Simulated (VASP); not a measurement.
# CaO (gw) (I4/mmm) in VASP: further runs

The runs below take CaO (gw) through single point, with PBEsol.

Everything below comes from runs of VASP 6.6.1. Logs are shortened: lines on timing, memory, paths and dates and some standing lists are left out, and cuts for length are marked.

### 1 The cell of the first run

It takes space group I4/mmm (No. 139, tetragonal). The conventional cell has a = 3.404 Å, b = 3.404 Å, c = 4.742 Å, α = 90.00°, β = 90.00°, γ = 90.00°. Within 3.1 Å of Ca (site symmetry 4/mmm) lie 6 O at 2.37 to 2.41 Å. O (site symmetry 4/mmm) has 6 Ca at 2.37 to 2.41 Å within 3.1 Å.

### 2 Single point, PBEsol

INCAR

```
  PREC = Accurate
  ENCUT = 600
  EDIFF = 1E-6
  ISMEAR = 0
  SIGMA = 0.01
  LREAL = False
  LASPH = True
  NELM = 120
  ALGO = Normal
  ISIF = 2
  LWAVE = False
  LCHARG = False
  GGA = PS
  NBANDS = 15
  GGA_COMPAT = False
```

KPOINTS

```
Automatic mesh
0
Gamma
  4 4 4
```

POSCAR

```
CaO
1.0
    0.0000000000      2.4071923048      2.3712382592
    2.4071923048      0.0000000000      2.3712382592
    2.4071923048      2.4071923048      0.0000000000
Ca O
1 1
Direct
    0.0000000000      0.0000000000      0.0000000000
    0.5000000000      0.5000000000      0.5000000000
```

Potentials or basis: VASP PAW PBE potentials, release 64 (Ca_sv, O).

Launch:

```
$ cat potpaw_PBE.64/Ca_sv/POTCAR potpaw_PBE.64/O/POTCAR > POTCAR
$ mpirun -np 1 vasp_std > vasp.out
```

OUTCAR:

```text
PREC = Accurate
   ENCUT = 600
   EDIFF = 1E-6
   ISMEAR = 0
   LREAL = False
   LASPH = True
   NELM = 120
   ISIF = 2
   GGA = PS

 ion  position               nearest neighbor table
   1  0.000  0.000  0.000-   2 2.37   2 2.37   2 2.41   2 2.41   2 2.41   2 2.41
   2  0.500  0.500  0.500-   1 2.37   1 2.37   1 2.41   1 2.41   1 2.41   1 2.41

  LATTYP: Found a body centered tetragonal cell.
 ALAT       =     3.4042840047
 C/A-ratio  =     1.3930907386

  Lattice vectors:

 A1 = (   0.0000000000,  -2.4071923048,  -2.3712382592)
 A2 = (   0.0000000000,   2.4071923048,  -2.3712382592)
 A3 = (   2.4071923048,   0.0000000000,   2.3712382592)

Analysis of symmetry for initial positions (statically):
=====================================================================
 Subroutine PRICEL returns:
 Original cell was already a primitive cell.

 Routine SETGRP: Setting up the symmetry group for a
 body centered tetragonal supercell.

 Subroutine GETGRP returns: Found 16 space group operations
 (whereof 16 operations were pure point group operations)
 out of a pool of 16 trial point group operations.

The static configuration has the point symmetry D_4h.

Analysis of symmetry for dynamics (positions and initial velocities):
=====================================================================
 Subroutine PRICEL returns:
 Original cell was already a primitive cell.

 Routine SETGRP: Setting up the symmetry group for a
 body centered tetragonal supercell.

 Subroutine GETGRP returns: Found 16 space group operations
 (whereof 16 operations were pure point group operations)
 out of a pool of 16 trial point group operations.

The dynamic configuration has the point symmetry D_4h.

 Subroutine INISYM returns: Found 16 space group operations
 (whereof 16 operations are pure point group operations),
 and found     1 'primitive' translations

----------------------------------------------------------------------------------------

                                     Primitive cell

  volume of cell :      27.4806

  direct lattice vectors                    reciprocal lattice vectors
     0.000000000  2.407192305  2.371238259    -0.207710867  0.207710867  0.210860295
     2.407192305  0.000000000  2.371238259     0.207710867 -0.207710867  0.210860295
     2.407192305  2.407192305  0.000000000     0.207710867  0.207710867 -0.210860295

  length of vectors
     3.378956300  3.378956300  3.404284005     0.361593242  0.361593242  0.361593242

  position of ions in fractional coordinates (direct lattice)
     0.000000000  0.000000000  0.000000000
     0.500000000  0.500000000  0.500000000
[... 77 lines left out ...]
   NUPDOWN=      -1.0000    fix difference up-down
   EMIN   =  10.00;   EMAX   =-10.00  energy-range for DOS
   EFERMI =   0.00;   METHOD = LEGACY
   ISMEAR =     0;   SIGMA  =   0.01  broadening in eV -4-tet -1-fermi 0-gaus
   EFERMI_NEDOS =   21; number of points for ismear=-14 and -15
   IALGO  =     38    algorithm
   IMIX   =      4    mixing-type and parameters
     AMIX     =   0.40;   BMIX     =  1.00
     AMIX_MAG =   1.60;   BMIX_MAG =  1.00
  volume/ion in A,a.u.               =      13.74        92.72
  Fermi-wavevector in a.u.,A,eV,Ry     =   1.367013  2.583280 25.425532  1.868724
  Thomas-Fermi vector in A             =   2.493103
   LORBIT       =      0    0 simple, 1 ext, 2 COOP (PROOUT), +10 PAW based schemes
   GGA     = PS    functional components
   LHFCALC =     F    Hartree Fock is set to
   AEXX    =    0.0000 exact exchange contribution
   IVDW    =     0    specifies the selected vdW correction
   LEPSILON=     F    determine dielectric tensor
   LRPA    =     F    only Hartree local field effects (RPA)
 non-spin polarized calculation
 Gauss-broadening in eV      SIGMA  =   0.01
  energy-cutoff  :      600.00
  volume of cell :       27.48
 maximum number of plane-waves:       934
 NGX is ok and might be reduce to    28
   NGX = 13   NGY = 13   NGZ = 13

 number of electron      15.9999997 magnetization

 Free energy of the ion-electron system (eV)
  ---------------------------------------------------
  ext. energy  EPLUGINS =         0.00000000
  ---------------------------------------------------
  free energy    TOTEN  =       -13.40618446 eV

  energy without entropy =      -13.40618446  energy(sigma->0) =      -13.40618446

 E-fermi :   2.3602     XC(G=0): -10.7843

 val. band max:        2.2856407997   @ k =   0.0000   0.0000   0.0000
 cond. band min:       5.7492237624   @ k =   0.5000   0.5000   0.0000
 fundamental gap:      3.4635829626
 Fermi energy:         2.3601924930

 k-point     1 :       0.0000    0.0000    0.0000
  band No.  band energies     occupation
      1     -35.0947      2.00000
      2     -15.9314      2.00000
      3     -15.9314      2.00000
      4     -15.9230      2.00000
      5     -13.2062      2.00000
      6       2.2452      2.00000
      7       2.2452      2.00000
      8       2.2856      2.00000
      9       6.8906      0.00000
     10       8.4338      0.00000
     11       8.4338      0.00000
     12       8.5396      0.00000
     13       9.9521      0.00000
     14      10.1026      0.00000
[... 203 lines left out ...]
      2     -16.4204      2.00000
      3     -16.3702      2.00000
      4     -16.3702      2.00000
      5     -12.4874      2.00000
      6       0.9039      2.00000
      7       1.1464      2.00000
      8       1.1464      2.00000
      9       8.6181      0.00000
     10       8.6181      0.00000
     11      10.6593      0.00000
     12      11.8645      0.00000
     13      12.4066      0.00000
     14      16.1149      0.00000
     15      16.3804      0.00000

------------------------ aborting loop because EDIFF is reached ----------------------------------------

  FORCE on cell =-STRESS in cart. coord.  units (eV):
  Direction    XX          YY          ZZ          XY          YZ          ZX
  --------------------------------------------------------------------------------------
  -------------------------------------------------------------------------------------
  Total       -0.3147799     -0.3147799      0.1142638      0.0000000      0.0000000      0.0000000
  in kB      -18.3523139    -18.3523139      6.6618146      0.0000000      0.0000000      0.0000000
  external PRESSURE =     -10.0142711 kB  Pullay stress =       0.0000000 kB

 VOLUME and BASIS-vectors are now :
 -----------------------------------------------------------------------------
  energy-cutoff  :      600.00
  volume of cell :       27.48
      direct lattice vectors                 reciprocal lattice vectors
     0.000000000  2.407192305  2.371238259    -0.207710867  0.207710867  0.210860295
     2.407192305  0.000000000  2.371238259     0.207710867 -0.207710867  0.210860295
     2.407192305  2.407192305  0.000000000     0.207710867  0.207710867 -0.210860295

 POSITION                                       TOTAL-FORCE (eV/Angst)
 -----------------------------------------------------------------------------------
      0.00000      0.00000      0.00000         0.000000      0.000000      0.000000
      2.40719      2.40719      2.37124         0.000000      0.000000      0.000000
 -----------------------------------------------------------------------------------
    total drift:                                0.000000      0.000000      0.000000

  FREE ENERGIE OF THE ION-ELECTRON SYSTEM (eV)
  ---------------------------------------------------
  free  energy   TOTEN  =       -13.4061844579 eV

  energy  without entropy=      -13.4061844579  energy(sigma->0) =      -13.40618446
```

OSZICAR:

```text
N       E                     dE             d eps       ncg     rms          rms(c)
DAV:   1     0.136631465635E+03    0.13663E+03   -0.91639E+03   390   0.123E+03
DAV:   2    -0.922044541486E+01   -0.14585E+03   -0.13531E+03   488   0.308E+02
DAV:   3    -0.147792302377E+02   -0.55588E+01   -0.55111E+01   467   0.624E+01
DAV:   4    -0.149276174394E+02   -0.14839E+00   -0.14822E+00   530   0.924E+00
DAV:   5    -0.149301213467E+02   -0.25039E-02   -0.25039E-02   468   0.115E+00    0.806E+00
DAV:   6    -0.135021417610E+02    0.14280E+01   -0.42590E+00   426   0.205E+01    0.350E+00
DAV:   7    -0.134230968748E+02    0.79045E-01   -0.36339E-01   432   0.627E+00    0.179E+00
DAV:   8    -0.134074421636E+02    0.15655E-01   -0.74935E-02   481   0.295E+00    0.436E-01
DAV:   9    -0.134058499084E+02    0.15923E-02   -0.54210E-03   397   0.622E-01    0.105E-01
DAV:  10    -0.134062171024E+02   -0.36719E-03   -0.52233E-04   474   0.269E-01    0.521E-02
DAV:  11    -0.134061856242E+02    0.31478E-04   -0.43749E-05   498   0.938E-02    0.720E-03
DAV:  12    -0.134061845303E+02    0.10939E-05   -0.85632E-06   467   0.325E-02    0.411E-03
DAV:  13    -0.134061844579E+02    0.72371E-07   -0.48974E-07   321   0.811E-03
   1 F= -.13406184E+02 E0= -.13406184E+02  d E =-.641731E-28
```

stdout:

```text
POSCAR found type information on POSCAR CaO
 POSCAR found :  2 types and       2 ions
 scaLAPACK will be used
 -----------------------------------------------------------------------------
|                                                                             |
|                                                                             |
|     You enforced a specific xc type in the INCAR file but a different       |
|     I HOPE YOU KNOW WHAT YOU ARE DOING!                                     |
|                                                                             |
 -----------------------------------------------------------------------------

 LDA part: xc-table for (Slater+PW92), standard interpolation
 POSCAR, INCAR and KPOINTS ok, starting setup
 FFT: planning ... GRIDC
 FFT: planning ... GRID_SOFT
 FFT: planning ... GRID
 WAVECAR not read
 entering main loop
```

Wall time 22 s (1 thread of Intel Xeon 8259CL, shared host); peak memory 0.15 GiB.

Results:

- Free energy: -13.4062 eV
- Pressure: -1.0 GPa
- Band gap on the k mesh: 3.46 eV, indirect (least direct gap 3.89 eV)

Caveat: the k points lie up to 0.57 Å⁻¹ apart; the PAW data sets were made with another functional, which shifts forces and pressure a little. PBEsol gaps usually lie below the measured ones, often by a third to a half.

(Part 1 of 2 ends here.)
